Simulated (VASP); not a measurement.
Input of a VASP 6.6.1 run:

File INCAR:

```
PREC = Accurate
ENCUT = 520
EDIFF = 1E-6
ISMEAR = 0
SIGMA = 0.1
LREAL = F
LASPH = T
NELM = 150
ALGO = Normal
ISIF = 2
LWAVE = F
LCHARG = T
LMAXMIX = 4
LDAU = T
LDAUTYPE = 2
LDAUL = -1 2 -1
LDAUU = 0 4 0
LDAUJ = 0 0 0
LDAUPRINT = 1
GGA = PE
LELF = T
LVHAR = T
NBANDS = 20
```

Contents of KPOINTS:

```
regular mesh
0
Gamma
  10 10 10
```

POSCAR

```
BaTiH3
1.0
    4.1238877363      0.0000000000      0.0000000000
    0.0000000000      4.1238877363      0.0000000000
    0.0000000000      0.0000000000      4.1238877363
Ba Ti H
1 1 3
Direct
    0.5000000000      0.5000000000      0.5000000000
    0.0000000000      0.0000000000      0.0000000000
    0.5000000000      0.0000000000      0.0000000000
    0.0000000000      0.5000000000      0.0000000000
    0.0000000000      0.0000000000      0.5000000000
```

Potentials or basis: VASP PAW PBE potentials, release 64 (Ba_sv, Ti_sv, H).

The run is started by

```console
$ cat potpaw_PBE.64/Ba_sv/POTCAR potpaw_PBE.64/Ti_sv/POTCAR potpaw_PBE.64/H/POTCAR > POTCAR
$ mpirun -np 1 vasp_std > vasp.out
```

Question: What does it give for the pressure?

Answer: 0.1 GPa.

Eigenvalues of the final occupation matrices:
| site | spin | trace | eigenvalues |
| --- | --- | --- | --- |
| site 2 d | 1 | 0.94 | 0.08 0.08 0.26 0.26 0.26 |
| site 2 d | 2 | 0.94 | 0.08 0.08 0.26 0.26 0.26 |

Caveat: spin-orbit coupling is left out, which moves the levels of the heavy elements; U without spin polarisation on a metal has little footing; the U is typed as a test and isn't derived for this compound.
